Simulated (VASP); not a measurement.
# Ru (P6_3/mmc) in VASP: notebook

The runs below take Ru through single point, with PBEsol.

All numbers are computed with VASP 6.6.1; they aren't measurements. Logs are shortened: lines on timing, memory, paths and dates and some standing lists are left out, and cuts for length are marked.

### Step 1. The cell of the first run

Symmetry: P6_3/mmc, No. 194, hexagonal system. Conventional cell: a = 2.731 Å, b = 2.731 Å, c = 4.388 Å, α = 90.00°, β = 90.00°, γ = 120.00°. Ru (site symmetry -6m2) has 12 Ru at 2.70 to 2.73 Å within 3.6 Å.

### Step 2. Single point, PBEsol (volume 14.173 Å^3 an atom, c/a of the conventional cell 1.6066)

Contents of INCAR:

```
PREC = Accurate
ENCUT = 520
EDIFF = 1E-7
ISMEAR = 0
SIGMA = 0.15
LREAL = F
LASPH = T
NELM = 80
ALGO = Fast
ISIF = 2
LWAVE = F
LCHARG = F
GGA = PS
NBANDS = 21
```

Contents of KPOINTS:

```
Automatic mesh
0
Gamma
  21 21 12
```

Contents of POSCAR:

```
Ru
1.0
    2.7311850686      0.0000000000      0.0000000000
   -1.3655925343      2.3652756519      0.0000000000
    0.0000000000      0.0000000000      4.3879219312
Ru
2
Direct
    0.3333333333      0.6666666667      0.2500000000
    0.6666666667      0.3333333333      0.7500000000
```

Potentials or basis: VASP PAW PBE potentials, release 64 (Ru_pv).

Started as:

```
> cat potpaw_PBE.64/Ru_pv/POTCAR > POTCAR
> mpirun -np 1 vasp_std > vasp.out
```

OUTCAR:

```text
PREC = Accurate
   ENCUT = 520
   EDIFF = 1E-7
   ISMEAR = 0
   LREAL = F
   LASPH = T
   NELM = 80
   ISIF = 2
   GGA = PS

 ion  position               nearest neighbor table
   1  0.333  0.667  0.250-   2 2.70   2 2.70   2 2.70   2 2.70   2 2.70   2 2.70
   2  0.667  0.333  0.750-   1 2.70   1 2.70   1 2.70   1 2.70   1 2.70   1 2.70

  LATTYP: Found a hexagonal cell.
 ALAT       =     2.7311850686
 C/A-ratio  =     1.6066000000

  Lattice vectors:

 A1 = (   2.7311850686,   0.0000000000,   0.0000000000)
 A2 = (  -1.3655925343,   2.3652756519,   0.0000000000)
 A3 = (   0.0000000000,   0.0000000000,   4.3879219312)

Analysis of symmetry for initial positions (statically):
=====================================================================
 Subroutine PRICEL returns:
 Original cell was already a primitive cell.

 Routine SETGRP: Setting up the symmetry group for a
 hexagonal supercell.

 Subroutine GETGRP returns: Found 24 space group operations
 (whereof 12 operations were pure point group operations)
 out of a pool of 24 trial point group operations.

The static configuration has the point symmetry D_3d.
 The point group associated with its full space group is D_6h.

Analysis of symmetry for dynamics (positions and initial velocities):
=====================================================================
 Subroutine PRICEL returns:
 Original cell was already a primitive cell.

 Routine SETGRP: Setting up the symmetry group for a
 hexagonal supercell.

 Subroutine GETGRP returns: Found 24 space group operations
 (whereof 12 operations were pure point group operations)
 out of a pool of 24 trial point group operations.

The dynamic configuration has the point symmetry D_3d.
 The point group associated with its full space group is D_6h.

 Subroutine INISYM returns: Found 24 space group operations
 (whereof 12 operations are pure point group operations),
 and found     1 'primitive' translations

----------------------------------------------------------------------------------------

                                     Primitive cell

  volume of cell :      28.3460

  direct lattice vectors                    reciprocal lattice vectors
     2.731185069  0.000000000  0.000000000     0.366141428  0.211391852  0.000000000
    -1.365592534  2.365275652  0.000000000     0.000000000  0.422783704  0.000000000
     0.000000000  0.000000000  4.387921931     0.000000000  0.000000000  0.227898312

  length of vectors
     2.731185069  2.731185069  4.387921931     0.422783704  0.422783704  0.227898312

  position of ions in fractional coordinates (direct lattice)
     0.333333333  0.666666667  0.250000000
     0.666666667  0.333333333  0.750000000

  ion indices of the primitive-cell ions
   primitive index   ion index
                 1           1
                 2           2

----------------------------------------------------------------------------------------

 KPOINTS: Automatic mesh

Automatic generation of k-mesh.
 Grid dimensions read from file:
 generate k-points for:   21   21   12

 Generating k-lattice:

  Cartesian coordinates                     Fractional coordinates (reciprocal lattice)
     0.017435306  0.010066279  0.000000000     0.047619048  0.000000000  0.000000000
     0.000000000  0.020132557  0.000000000     0.000000000  0.047619048  0.000000000
     0.000000000  0.000000000  0.018991526     0.000000000  0.000000000  0.083333333

  Length of vectors
     0.020132557  0.020132557  0.018991526

  Shift w.r.t. Gamma in fractional coordinates (k-lattice)
     0.000000000  0.000000000  0.000000000

 Subroutine IBZKPT returns following result:
 ===========================================

 Found    336 irreducible k-points:

 Following reciprocal coordinates:
            Coordinates               Weight
  0.000000  0.000000  0.000000      1.000000
  0.047619  0.000000  0.000000      6.000000
  0.095238 -0.000000  0.000000      6.000000
  0.142857  0.000000  0.000000      6.000000
  0.190476 -0.000000  0.000000      6.000000
  0.238095  0.000000  0.000000      6.000000
[... 16 lines left out ...]
  0.142857  0.095238  0.000000     12.000000
  0.190476  0.095238  0.000000     12.000000
 [... further k-points ...]
   k-points           NKPTS =    336   k-points in BZ     NKDIM =    336   number of bands    NBANDS=     21
   number of dos      NEDOS =    301   number of ions     NIONS =      2
   total plane-waves  NPLWV =  14400
   dimension x,y,z NGX =    20 NGY =   20 NGZ =   36
   dimension x,y,z NGXF=    40 NGYF=   40 NGZF=   72
   ions per type =               2
   NGX,Y,Z   is equivalent  to a cutoff of  12.17, 12.17, 13.64 a.u.
   NGXF,Y,Z  is equivalent  to a cutoff of  24.35, 24.35, 27.28 a.u.
 SYSTEM =  unknown system
   PREC   = accura    normal or accurate (medium, high low for compatibility)
   ISTART =      0    job   : 0-new  1-cont  2-samecut
   ICHARG =      2    charge: 1-file 2-atom 10-const
   ISPIN  =      1    spin polarized calculation?
   LNONCOLLINEAR =      F non collinear calculations
   LSORBIT =      F    spin-orbit coupling
   LASPH  =      T    aspherical Exc in radial PAW
   ENCUT  =  520.0 eV  38.22 Ry    6.18 a.u.   5.08  5.08  8.16*2*pi/ulx,y,z
   NELM   =     80;   NELMIN=  2; NELMDL= -5     # of ELM steps
   EDIFF  = 0.1E-06   stopping-criterion for ELM
   LREAL  =      F    real-space projection
   EDIFFG = 0.1E-05   stopping-criterion for IOM
   NSW    =      0    number of steps for IOM
   IBRION =     -1    ionic relax: 0-MD 1-quasi-New 2-CG
   NFREE  =      0    steps in history (QN), initial steepest desc. (CG)
   ISIF   =      2    stress and relaxation
   ISYM   =      2    0-nonsym 1-usesym 2-fastsym
   POTIM  = 0.5000    time-step for ionic-motion
   TEBEG  =    0.0;   TEEND  =   0.0 temperature during run
   PSTRESS=    0.0 pullay stress
   NELECT =      28.0000    total number of electrons
   NUPDOWN=      -1.0000    fix difference up-down
   EMIN   =  10.00;   EMAX   =-10.00  energy-range for DOS
   EFERMI =   0.00;   METHOD = LEGACY
   ISMEAR =     0;   SIGMA  =   0.15  broadening in eV -4-tet -1-fermi 0-gaus
   EFERMI_NEDOS =   21; number of points for ismear=-14 and -15
   IALGO  =     68    algorithm
   IMIX   =      4    mixing-type and parameters
     AMIX     =   0.40;   BMIX     =  1.00
     AMIX_MAG =   1.60;   BMIX_MAG =  1.00
  volume/ion in A,a.u.               =      14.17        95.64
  Fermi-wavevector in a.u.,A,eV,Ry     =   1.630410  3.081029 36.167521  2.658238
  Thomas-Fermi vector in A             =   2.722716
   LORBIT       =      0    0 simple, 1 ext, 2 COOP (PROOUT), +10 PAW based schemes
   GGA     = PS    functional components
   LHFCALC =     F    Hartree Fock is set to
   AEXX    =    0.0000 exact exchange contribution
   IVDW    =     0    specifies the selected vdW correction
   LEPSILON=     F    determine dielectric tensor
   LRPA    =     F    only Hartree local field effects (RPA)
 non-spin polarized calculation
 RMM-DIIS sequential band-by-band and
 Gauss-broadening in eV      SIGMA  =   0.15
  energy-cutoff  :      520.00
  volume of cell :       28.35
 maximum number of plane-waves:       782
   NGX = 11   NGY = 11   NGZ = 17

 number of electron      28.0000007 magnetization

 Free energy of the ion-electron system (eV)
  ---------------------------------------------------
  ext. energy  EPLUGINS =         0.00000000
  ---------------------------------------------------
  free energy    TOTEN  =       -20.23664506 eV

  energy without entropy =      -20.21611919  energy(sigma->0) =      -20.22638212

 E-fermi :  11.9368     XC(G=0): -14.0169

 val. band max:       11.9330297664   @ k =   0.3810  -0.0000   0.3333
 cond. band min:      11.9375205149   @ k =   0.3810   0.0476   0.3333
 fundamental gap:      0.0044907485
 Fermi energy:        11.9368023418

 k-point     1 :       0.0000    0.0000    0.0000
  band No.  band energies     occupation
      1     -31.4955      2.00000
      2     -30.6830      2.00000
      3     -30.6830      2.00000
      4     -30.5451      2.00000
      5     -30.5451      2.00000
      6     -30.5310      2.00000
[... 13 lines left out ...]
     20      22.2620      0.00000
     21      22.2753      0.00000

 k-point     2 :       0.0476    0.0000    0.0000
  band No.  band energies     occupation
      1     -31.4887      2.00000
      2     -30.6981      2.00000
      3     -30.6880      2.00000
      4     -30.5608      2.00000
      5     -30.5473      2.00000
      6     -30.5339      2.00000
[... 13 lines left out ...]
     20      22.2620      0.00000
     21      22.2751      0.00000

 k-point     3 :       0.0952   -0.0000    0.0000
  band No.  band energies     occupation
      1     -31.4688      2.00000
      2     -30.7422      2.00000
      3     -30.7023      2.00000
      4     -30.6065      2.00000
      5     -30.5539      2.00000
      6     -30.5424      2.00000
[... 13 lines left out ...]
     20      22.2619      0.00000
     21      22.2743      0.00000

 k-point     4 :       0.1429    0.0000    0.0000
  band No.  band energies     occupation
      1     -31.4366      2.00000
      2     -30.8112      2.00000
      3     -30.7243      2.00000
      4     -30.6771      2.00000
      5     -30.5647      2.00000
      6     -30.5568      2.00000
[... 13 lines left out ...]
     20      22.2618      0.00000
     21      22.2730      0.00000

 k-point     5 :       0.1905   -0.0000    0.0000
  band No.  band energies     occupation
      1     -31.3937      2.00000
      2     -30.8993      2.00000
      3     -30.7655      2.00000
      4     -30.7518      2.00000
      5     -30.5789      2.00000
      6     -30.5771      2.00000
[... 13 lines left out ...]
     20      22.2618      0.00000
     21      22.2716      0.00000
[... 382 lines left out ...]
     20      23.3440      0.00000
     21      24.4736      0.00000

 k-point    22 :       0.0952    0.0952    0.0000
  band No.  band energies     occupation
      1     -31.4179      2.00000
      2     -30.8372      2.00000
      3     -30.7737      2.00000
      4     -30.6832      2.00000
      5     -30.5804      2.00000
      6     -30.5655      2.00000
[... 13 lines left out ...]
     20      22.2618      0.00000
     21      22.2725      0.00000

 k-point    23 :       0.1429    0.0952    0.0000
  band No.  band energies     occupation
      1     -31.3759      2.00000
      2     -30.9118      2.00000
      3     -30.8439      2.00000
      4     -30.7255      2.00000
      5     -30.6012      2.00000
      6     -30.5859      2.00000
[... 13 lines left out ...]
     20      22.2617      0.00000
     21      22.2712      0.00000

 k-point    24 :       0.1905    0.0952    0.0000
  band No.  band energies     occupation
      1     -31.3252      2.00000
      2     -31.0011      2.00000
      3     -30.9203      2.00000
      4     -30.7703      2.00000
      5     -30.6230      2.00000
      6     -30.6120      2.00000
[... 13 lines left out ...]
     20      22.2615      0.00000
     21      22.2699      0.00000

 [... further k-points ...]

------------------------ aborting loop because EDIFF is reached ----------------------------------------

  FORCE on cell =-STRESS in cart. coord.  units (eV):
  Direction    XX          YY          ZZ          XY          YZ          ZX
  --------------------------------------------------------------------------------------
  -------------------------------------------------------------------------------------
  Total       -2.8388211     -2.8388211     -4.2722104     -0.0000000     -0.0000000      0.0000000
  in kB     -160.4563215   -160.4563215   -241.4745855     -0.0000000     -0.0000000      0.0000000
  external PRESSURE =    -187.4624095 kB  Pullay stress =       0.0000000 kB

 VOLUME and BASIS-vectors are now :
 -----------------------------------------------------------------------------
  energy-cutoff  :      520.00
  volume of cell :       28.35
      direct lattice vectors                 reciprocal lattice vectors
     2.731185069  0.000000000  0.000000000     0.366141428  0.211391852  0.000000000
    -1.365592534  2.365275652  0.000000000     0.000000000  0.422783704  0.000000000
     0.000000000  0.000000000  4.387921931     0.000000000  0.000000000  0.227898312

 POSITION                                       TOTAL-FORCE (eV/Angst)
 -----------------------------------------------------------------------------------
     -0.00000      1.57685      1.09698        -0.000000      0.000000      0.000000
      1.36559      0.78843      3.29094         0.000000     -0.000000      0.000000
 -----------------------------------------------------------------------------------
    total drift:                               -0.000000      0.000000     -0.000000

  FREE ENERGIE OF THE ION-ELECTRON SYSTEM (eV)
  ---------------------------------------------------
  free  energy   TOTEN  =       -20.2366450649 eV

  energy  without entropy=      -20.2161191850  energy(sigma->0) =      -20.22638212
```

Run time: 89 s. Hardware: 1 thread of Intel Xeon Platinum 8559C (Emerald Rapids), shared host; peak memory 0.26 GiB.

What came out:

| Quantity | Value |
| --- | --- |
| Free energy | -20.2366 eV |
| Pressure | -18.7 GPa |
| Band gap on the k mesh | zero (band 14 reaches 13.44 eV, above the bottom of band 15 at 10.53 eV) |

Stress tensor (GPa, compression positive):
```
-16.05   0.00   0.00
  0.00 -16.05   0.00
  0.00   0.00 -24.15
```

Caveat: the PAW data sets were made with another functional, which shifts forces and pressure a little.

[end of part 1 of 2]
